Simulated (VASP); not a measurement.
# PbS in VASP: settings compared

The runs below take PbS through single point, with PBE, r2SCAN.

Program: VASP 6.6.1. These are calculated values, not measurements. Logs are shortened: lines on timing, memory, paths and dates and some standing lists are left out, and cuts for length are marked.

## 1. The cell of the first run

It takes space group I-4m2 (No. 119, tetragonal). Conventional cell: a = 4.581 Å, b = 4.581 Å, c = 6.823 Å, α = 90.00°, β = 90.00°, γ = 90.00°. Pb (site symmetry -4m2) has 4 S at 2.86 Å within 3.8 Å. Within 3.8 Å of S (site symmetry -4m2) lie 4 Pb at 2.86 Å.

## 2. Single point, PBE (epitaxial xy strain -1.9%)

Input file INCAR:

```
SYSTEM = PbS
PREC = Accurate
ENCUT = 500
EDIFF = 1E-6
ISMEAR = -1
SIGMA = 0.02
LREAL = .FALSE.
LASPH = .TRUE.
NELM = 120
ALGO = Normal
ISIF = 2
LWAVE = .FALSE.
LCHARG = .FALSE.
GGA = PE
NBANDS = 17
GGA_COMPAT = .FALSE.
```

Input file KPOINTS:

```
regular mesh
0
G
  6 6 6
  0 0 0
```

Input file POSCAR:

```
PbS
1.0
    0.0000000000      3.2392492259      3.4113851568
    3.2392492259      0.0000000000      3.4113851568
    3.2392492259      3.2392492259      0.0000000000
Pb S
1 1
Direct
    0.0000000000      0.0000000000      0.0000000000
    0.2500000000      0.2500000000      0.2500000000
```

Potentials or basis: VASP PAW PBE potentials, release 64 (Pb_d, S).

The run is started by

```console
$ cat potpaw_PBE.64/Pb_d/POTCAR potpaw_PBE.64/S/POTCAR > POTCAR
$ mpirun -np 1 vasp_std > vasp.out
```

OUTCAR:

```text
SYSTEM = PbS
   PREC = Accurate
   ENCUT = 500
   EDIFF = 1E-6
   ISMEAR = -1
   LREAL = .FALSE.
   LASPH = .TRUE.
   NELM = 120
   ISIF = 2
   GGA = PE

 ion  position               nearest neighbor table
   1  0.000  0.000  0.000-   2 2.86   2 2.86   2 2.86   2 2.86
   2  0.250  0.250  0.250-   1 2.86   1 2.86   1 2.86   1 2.86

  LATTYP: Found a body centered tetragonal cell.
 ALAT       =     4.5809901872
 C/A-ratio  =     1.4893658434

  Lattice vectors:

 A1 = (  -3.2392492259,   0.0000000000,   3.4113851568)
 A2 = (   3.2392492259,   0.0000000000,   3.4113851568)
 A3 = (   0.0000000000,   3.2392492259,  -3.4113851568)

Analysis of symmetry for initial positions (statically):
=====================================================================
 Subroutine PRICEL returns:
 Original cell was already a primitive cell.

 Routine SETGRP: Setting up the symmetry group for a
 body centered tetragonal supercell.

 Subroutine GETGRP returns: Found  8 space group operations
 (whereof  8 operations were pure point group operations)
 out of a pool of 16 trial point group operations.

The static configuration has the point symmetry D_2d.

Analysis of symmetry for dynamics (positions and initial velocities):
=====================================================================
 Subroutine PRICEL returns:
 Original cell was already a primitive cell.

 Routine SETGRP: Setting up the symmetry group for a
 body centered tetragonal supercell.

 Subroutine GETGRP returns: Found  8 space group operations
 (whereof  8 operations were pure point group operations)
 out of a pool of 16 trial point group operations.

The dynamic configuration has the point symmetry D_2d.

 Subroutine INISYM returns: Found  8 space group operations
 (whereof  8 operations are pure point group operations),
 and found     1 'primitive' translations

----------------------------------------------------------------------------------------

                                     Primitive cell

  volume of cell :      71.5895

  direct lattice vectors                    reciprocal lattice vectors
     0.000000000  3.239249226  3.411385157    -0.154356755  0.154356755  0.146568029
     3.239249226  0.000000000  3.411385157     0.154356755 -0.154356755  0.146568029
     3.239249226  3.239249226  0.000000000     0.154356755  0.154356755 -0.146568029

  length of vectors
     4.704283605  4.704283605  4.580990187     0.262933838  0.262933838  0.262933838

  position of ions in fractional coordinates (direct lattice)
     0.000000000  0.000000000  0.000000000
     0.250000000  0.250000000  0.250000000

  ion indices of the primitive-cell ions
   primitive index   ion index
                 1           1
                 2           2

----------------------------------------------------------------------------------------

 KPOINTS: regular mesh

Automatic generation of k-mesh.
 Grid dimensions read from file:
 generate k-points for:    6    6    6

 Generating k-lattice:

  Cartesian coordinates                     Fractional coordinates (reciprocal lattice)
    -0.025726126  0.025726126  0.024428005     0.166666667  0.000000000  0.000000000
     0.025726126 -0.025726126  0.024428005     0.000000000  0.166666667  0.000000000
     0.025726126  0.025726126 -0.024428005     0.000000000  0.000000000  0.166666667

  Length of vectors
     0.043822306  0.043822306  0.043822306

  Shift w.r.t. Gamma in fractional coordinates (k-lattice)
     0.000000000  0.000000000  0.000000000

 Subroutine IBZKPT returns following result:
 ===========================================

 Found     30 irreducible k-points:

 Following reciprocal coordinates:
            Coordinates               Weight
  0.000000  0.000000  0.000000      1.000000
  0.166667 -0.000000  0.000000      8.000000
  0.333333  0.000000  0.000000      8.000000
  0.500000 -0.000000  0.000000      4.000000
  0.166667  0.166667  0.000000      2.000000
  0.333333  0.166667  0.000000      8.000000
[... 16 lines left out ...]
  0.333333  0.000000  0.333333      4.000000
  0.500000  0.000000  0.333333     16.000000
 [... further k-points ...]
   k-points           NKPTS =     30   k-points in BZ     NKDIM =     30   number of bands    NBANDS=     17
   number of dos      NEDOS =    301   number of ions     NIONS =      2
   total plane-waves  NPLWV =  46656
   dimension x,y,z NGX =    36 NGY =   36 NGZ =   36
   dimension x,y,z NGXF=    72 NGYF=   72 NGZF=   72
   ions per type =               1   1
   NGX,Y,Z   is equivalent  to a cutoff of  12.72, 12.72, 13.06 a.u.
   NGXF,Y,Z  is equivalent  to a cutoff of  25.44, 25.44, 26.13 a.u.
 SYSTEM =  PbS
   PREC   = accura    normal or accurate (medium, high low for compatibility)
   ISTART =      0    job   : 0-new  1-cont  2-samecut
   ICHARG =      2    charge: 1-file 2-atom 10-const
   ISPIN  =      1    spin polarized calculation?
   LNONCOLLINEAR =      F non collinear calculations
   LSORBIT =      F    spin-orbit coupling
   LASPH  =      T    aspherical Exc in radial PAW
   ENCUT  =  500.0 eV  36.75 Ry    6.06 a.u.   8.58  8.58  8.35*2*pi/ulx,y,z
   NELM   =    120;   NELMIN=  2; NELMDL= -5     # of ELM steps
   EDIFF  = 0.1E-05   stopping-criterion for ELM
   LREAL  =      F    real-space projection
   EDIFFG = 0.1E-04   stopping-criterion for IOM
   NSW    =      0    number of steps for IOM
   IBRION =     -1    ionic relax: 0-MD 1-quasi-New 2-CG
   NFREE  =      0    steps in history (QN), initial steepest desc. (CG)
   ISIF   =      2    stress and relaxation
   ISYM   =      2    0-nonsym 1-usesym 2-fastsym
   POTIM  = 0.5000    time-step for ionic-motion
   TEBEG  =    0.0;   TEEND  =   0.0 temperature during run
   PSTRESS=    0.0 pullay stress
   NELECT =      20.0000    total number of electrons
   NUPDOWN=      -1.0000    fix difference up-down
   EMIN   =  10.00;   EMAX   =-10.00  energy-range for DOS
   EFERMI =   0.00;   METHOD = LEGACY
   ISMEAR =    -1;   SIGMA  =   0.02  broadening in eV -4-tet -1-fermi 0-gaus
   EFERMI_NEDOS =   21; number of points for ismear=-14 and -15
   IALGO  =     38    algorithm
   IMIX   =      4    mixing-type and parameters
     AMIX     =   0.40;   BMIX     =  1.00
     AMIX_MAG =   1.60;   BMIX_MAG =  1.00
  volume/ion in A,a.u.               =      35.79       241.55
  Fermi-wavevector in a.u.,A,eV,Ry     =   1.070208  2.022401 15.583377  1.145346
  Thomas-Fermi vector in A             =   2.205911
   LORBIT       =      0    0 simple, 1 ext, 2 COOP (PROOUT), +10 PAW based schemes
   GGA     = PE    functional components
   LHFCALC =     F    Hartree Fock is set to
   AEXX    =    0.0000 exact exchange contribution
   IVDW    =     0    specifies the selected vdW correction
   LEPSILON=     F    determine dielectric tensor
   LRPA    =     F    only Hartree local field effects (RPA)
 non-spin polarized calculation
  energy-cutoff  :      500.00
  volume of cell :       71.59
 maximum number of plane-waves:      1841
 NGX is ok and might be reduce to    36
   NGX = 17   NGY = 17   NGZ = 17

 number of electron      19.9999997 magnetization

 Free energy of the ion-electron system (eV)
  ---------------------------------------------------
  ext. energy  EPLUGINS =         0.00000000
  ---------------------------------------------------
  free energy    TOTEN  =        -8.40223205 eV

  energy without entropy =       -8.40223205  energy(sigma->0) =       -8.40223205

 E-fermi :   3.2889     XC(G=0):  -7.9452

 val. band max:        2.8997039895   @ k =  -0.3333   0.5000   0.1667
 cond. band min:       3.6632236817   @ k =   0.5000   0.0000   0.5000
 fundamental gap:      0.7635196923
 Fermi energy:         3.2888776104

 k-point     1 :       0.0000    0.0000    0.0000
  band No.  band energies     occupation
      1     -13.7490      2.00000
      2     -13.7327      2.00000
      3     -13.7327      2.00000
      4     -13.7073      2.00000
      5     -13.6960      2.00000
      6      -9.7201      2.00000
[... 9 lines left out ...]
     16      11.8593      0.00000
     17      12.0769      0.00000

 k-point     2 :       0.1667   -0.0000    0.0000
  band No.  band energies     occupation
      1     -13.7503      2.00000
      2     -13.7357      2.00000
      3     -13.7297      2.00000
      4     -13.7073      2.00000
      5     -13.6951      2.00000
      6      -9.5663      2.00000
[... 9 lines left out ...]
     16      11.0493      0.00000
     17      12.0100      0.00000

 k-point     3 :       0.3333    0.0000    0.0000
  band No.  band energies     occupation
      1     -13.7622      2.00000
      2     -13.7335      2.00000
      3     -13.7256      2.00000
      4     -13.7053      2.00000
      5     -13.6920      2.00000
      6      -9.2055      2.00000
[... 9 lines left out ...]
     16      10.9958      0.00000
     17      12.4314      0.00000

 k-point     4 :       0.5000   -0.0000    0.0000
  band No.  band energies     occupation
      1     -13.7695      2.00000
      2     -13.7319      2.00000
      3     -13.7247      2.00000
      4     -13.7031      2.00000
      5     -13.6896      2.00000
      6      -8.9852      2.00000
[... 9 lines left out ...]
     16      11.6991      0.00000
     17      11.9207      0.00000
[... 343 lines left out ...]
      1     -13.7889      2.00000
      2     -13.7178      2.00000
      3     -13.7089      2.00000
      4     -13.7032      2.00000
      5     -13.6980      2.00000
      6      -8.7067      2.00000
[... 9 lines left out ...]
     16      12.5832      0.00000
     17      12.6944      0.00000

 k-point    23 :       0.3333    0.0000    0.3333
  band No.  band energies     occupation
      1     -13.7767      2.00000
      2     -13.7235      2.00000
      3     -13.7150      2.00000
      4     -13.7142      2.00000
      5     -13.6889      2.00000
      6      -9.0028      2.00000
[... 9 lines left out ...]
     16      12.5327      0.00000
     17      13.9580      0.00000

 k-point    24 :       0.5000    0.0000    0.3333
  band No.  band energies     occupation
      1     -13.7830      2.00000
      2     -13.7202      2.00000
      3     -13.7153      2.00000
      4     -13.7118      2.00000
      5     -13.6880      2.00000
      6      -8.7622      2.00000
[... 9 lines left out ...]
     16      12.3160      0.00000
     17      13.5106      0.00000

 [... further k-points ...]

------------------------ aborting loop because EDIFF is reached ----------------------------------------

  FORCE on cell =-STRESS in cart. coord.  units (eV):
  Direction    XX          YY          ZZ          XY          YZ          ZX
  --------------------------------------------------------------------------------------
  -------------------------------------------------------------------------------------
  Total        0.3936444      0.3936444      0.3099615      0.0000000      0.0000000      0.0000000
  in kB        8.8097818      8.8097818      6.9369536      0.0000000      0.0000000      0.0000000
  external PRESSURE =       8.1855058 kB  Pullay stress =       0.0000000 kB

 VOLUME and BASIS-vectors are now :
 -----------------------------------------------------------------------------
  energy-cutoff  :      500.00
  volume of cell :       71.59
      direct lattice vectors                 reciprocal lattice vectors
     0.000000000  3.239249226  3.411385157    -0.154356755  0.154356755  0.146568029
     3.239249226  0.000000000  3.411385157     0.154356755 -0.154356755  0.146568029
     3.239249226  3.239249226  0.000000000     0.154356755  0.154356755 -0.146568029

 POSITION                                       TOTAL-FORCE (eV/Angst)
 -----------------------------------------------------------------------------------
      0.00000      0.00000      0.00000         0.000000     -0.000000     -0.000000
      1.61962      1.61962      1.70569        -0.000000      0.000000      0.000000
 -----------------------------------------------------------------------------------
    total drift:                                0.000000      0.000000      0.000000

  FREE ENERGIE OF THE ION-ELECTRON SYSTEM (eV)
  ---------------------------------------------------
  free  energy   TOTEN  =        -8.4022320535 eV

  energy  without entropy=       -8.4022320534  energy(sigma->0) =       -8.40223205
```

Run time: 35 s. Hardware: 1 thread of Intel Xeon 8259CL, shared host; peak memory 0.21 GiB.

Results:

```
Free energy            : -8.4022 eV
Pressure               : 0.8 GPa
Band gap on the k mesh : 0.76 eV (least direct gap 1.23 eV)
```

Stress tensor (GPa, compression positive):
```
0.88 0.00 0.00
0.00 0.88 0.00
0.00 0.00 0.69
```

Caveat: the cell differs from its parent crystal (epitaxial xy strain -1.9%); the structure was generated, so it needn't be the stable form of PbS; spin-orbit coupling is left out, which moves the levels of the heavy elements. A k mesh can miss the band edges.

## 3. Single point, r2SCAN (shear xy strain -0.6%)

Input file POSCAR:

```
PbS
1.0
   -0.0105631280      3.3009775053      3.3009775053
    3.3009775053     -0.0105631280      3.3009775053
    3.2904143773      3.2904143773      0.0000000000
Pb S
1 1
Direct
   -0.0005817750     -0.0005817750      0.0005817750
    0.2505817750      0.2505817750      0.2494182250
```

Input file INCAR.step1:

```
SYSTEM = PbS
PREC = Accurate
ENCUT = 550
ISMEAR = 0
SIGMA = 0.01
LREAL = .FALSE.
LASPH = .TRUE.
NELM = 120
NBANDS = 17
GGA = PE
ALGO = Normal
EDIFF = 1E-5
LWAVE = .TRUE.
LCHARG = .FALSE.
GGA_COMPAT = .FALSE.
```

Input file INCAR.step2:

```
SYSTEM = PbS
PREC = Accurate
ENCUT = 550
EDIFF = 1E-6
ISMEAR = 0
SIGMA = 0.01
LREAL = .FALSE.
LASPH = .TRUE.
NELM = 120
ALGO = Normal
ISIF = 2
LWAVE = .FALSE.
LCHARG = .TRUE.
METAGGA = R2SCAN
LMIXTAU = .TRUE.
LELF = .TRUE.
LVHAR = .TRUE.
NBANDS = 17
ISTART = 1
GGA_COMPAT = .FALSE.
```

Input file KPOINTS:

```
Automatic mesh
0
G
  6 6 6
  0 0 0
```

Potentials or basis: VASP PAW PBE potentials, release 64 (Pb_d, S).

The run is started by

```console
$ cat potpaw_PBE.64/Pb_d/POTCAR potpaw_PBE.64/S/POTCAR > POTCAR
$ cp INCAR.step1 INCAR
$ mpirun -np 1 vasp_std > vasp.out
$ cp INCAR.step2 INCAR
$ mpirun -np 1 vasp_std > vasp.out
```

OUTCAR:

```text
SYSTEM = PbS
   PREC = Accurate
   ENCUT = 550
   EDIFF = 1E-6
   ISMEAR = 0
   LREAL = .FALSE.
   LASPH = .TRUE.
   NELM = 120
   ISIF = 2
   METAGGA = R2SCAN
   ISTART = 1

 ion  position               nearest neighbor table
   1  0.999  0.999  0.001-   2 2.86   2 2.86   2 2.86   2 2.86
   2  0.251  0.251  0.249-   1 2.86   1 2.86   1 2.86   1 2.86

  LATTYP: Found a body centered orthorhombic cell.
 ALAT       =     4.6533486382
 B/A-ratio  =     1.0064205457
 C/A-ratio  =     1.4187535738

  Lattice vectors:

 A1 = (   0.0105631280,  -3.3009775053,  -3.3009775053)
 A2 = (  -0.0105631280,   3.3009775053,  -3.3009775053)
 A3 = (   3.3009775053,  -0.0105631280,   3.3009775053)

Analysis of symmetry for initial positions (statically):
=====================================================================
 Subroutine PRICEL returns:
 Original cell was already a primitive cell.

 Routine SETGRP: Setting up the symmetry group for a
 body centered orthorhombic supercell.

 Subroutine GETGRP returns: Found  4 space group operations
 (whereof  4 operations were pure point group operations)
 out of a pool of  8 trial point group operations.

The static configuration has the point symmetry C_2v.

Analysis of symmetry for dynamics (positions and initial velocities):
=====================================================================
 Subroutine PRICEL returns:
 Original cell was already a primitive cell.

 Routine SETGRP: Setting up the symmetry group for a
 body centered orthorhombic supercell.

 Subroutine GETGRP returns: Found  4 space group operations
 (whereof  4 operations were pure point group operations)
 out of a pool of  8 trial point group operations.

The dynamic configuration has the point symmetry C_2v.

 Subroutine INISYM returns: Found  4 space group operations
 (whereof  4 operations are pure point group operations),
 and found     1 'primitive' translations

----------------------------------------------------------------------------------------

[... 111 lines left out ...]
     AMIX     =   0.40;   BMIX     =  1.00
     AMIX_MAG =   1.60;   BMIX_MAG =  1.00
  volume/ion in A,a.u.               =      35.97       242.73
  Fermi-wavevector in a.u.,A,eV,Ry     =   1.068482  2.019138 15.533134  1.141653
  Thomas-Fermi vector in A             =   2.204131
   LORBIT       =      0    0 simple, 1 ext, 2 COOP (PROOUT), +10 PAW based schemes
   METAGGA = R2SCAN    functional components
   LHFCALC =     F    Hartree Fock is set to
   AEXX    =    0.0000 exact exchange contribution
   IVDW    =     0    specifies the selected vdW correction
   LEPSILON=     F    determine dielectric tensor
   LRPA    =     F    only Hartree local field effects (RPA)
 non-spin polarized calculation
 Gauss-broadening in eV      SIGMA  =   0.01
  energy-cutoff  :      550.00
  volume of cell :       71.94
 maximum number of plane-waves:      2128
   NGX = 17   NGY = 17   NGZ = 17

 number of electron      19.9999996 magnetization

 Free energy of the ion-electron system (eV)
  ---------------------------------------------------
  ext. energy  EPLUGINS =         0.00000000
  ---------------------------------------------------
  free energy    TOTEN  =       -65.11231584 eV

  energy without entropy =      -65.11231584  energy(sigma->0) =      -65.11231584

 E-fermi :   2.6385     XC(G=0):  -8.4690

 val. band max:        2.5821347066   @ k =  -0.3333   0.1667   0.5000
 cond. band min:       3.6516523213   @ k =   0.5000  -0.0000   0.5000
 fundamental gap:      1.0695176147
 Fermi energy:         2.6384593533

 k-point     1 :       0.0000    0.0000    0.0000
  band No.  band energies     occupation
      1     -14.5446      2.00000
      2     -14.5445      2.00000
      3     -14.5443      2.00000
      4     -14.5025      2.00000
      5     -14.5025      2.00000
      6     -10.5043      2.00000
[... 457 lines left out ...]
      4     -14.5090      2.00000
      5     -14.4948      2.00000
      6      -9.5399      2.00000
[... 9 lines left out ...]
     16      12.5624      0.00000
     17      13.8465      0.00000

 [... further k-points ...]

------------------------ aborting loop because EDIFF is reached ----------------------------------------

  FORCE on cell =-STRESS in cart. coord.  units (eV):
  Direction    XX          YY          ZZ          XY          YZ          ZX
  --------------------------------------------------------------------------------------
  -------------------------------------------------------------------------------------
  Total       -0.0000151     -0.0000151     -0.0005879     -0.0236166      0.0000000      0.0000000
  in kB       -0.0003374     -0.0003374     -0.0130942     -0.5259872      0.0000000      0.0000000
  external PRESSURE =      -0.0045897 kB  Pullay stress =       0.0000000 kB

 VOLUME and BASIS-vectors are now :
 -----------------------------------------------------------------------------
  energy-cutoff  :      550.00
  volume of cell :       71.94
      direct lattice vectors                 reciprocal lattice vectors
    -0.010563128  3.300977505  3.300977505    -0.150987125  0.150987125  0.151470284
     3.300977505 -0.010563128  3.300977505     0.150987125 -0.150987125  0.151470284
     3.290414377  3.290414377  0.000000000     0.151956545  0.151956545 -0.151470284

 POSITION                                       TOTAL-FORCE (eV/Angst)
 -----------------------------------------------------------------------------------
      3.29041      3.29041      6.59811         0.000000      0.000000      0.000712
      1.64521      1.64521      1.65433        -0.000000     -0.000000     -0.000712
 -----------------------------------------------------------------------------------
    total drift:                                0.000000      0.000000     -0.000084

  FREE ENERGIE OF THE ION-ELECTRON SYSTEM (eV)
  ---------------------------------------------------
  free  energy   TOTEN  =       -65.1123158394 eV

  energy  without entropy=      -65.1123158394  energy(sigma->0) =      -65.11231584
```

Run time: 3 min. Hardware: 1 thread of Intel Xeon 8259CL, shared host; peak memory 0.25 GiB.

Results:

| Item | Value |
| --- | --- |
| Free energy | -65.1123 eV |
| Pressure | 0.0 GPa |
| Band gap on the k mesh | 1.07 eV (least direct gap 1.44 eV) |

Caveat: the cell differs from its parent crystal (shear xy strain -0.6%); the structure was generated, so it needn't be the stable form of PbS; the PAW data sets were made with another functional, which shifts forces and pressure a little; spin-orbit coupling is left out, which moves the levels of the heavy elements. A k mesh can miss the band edges.
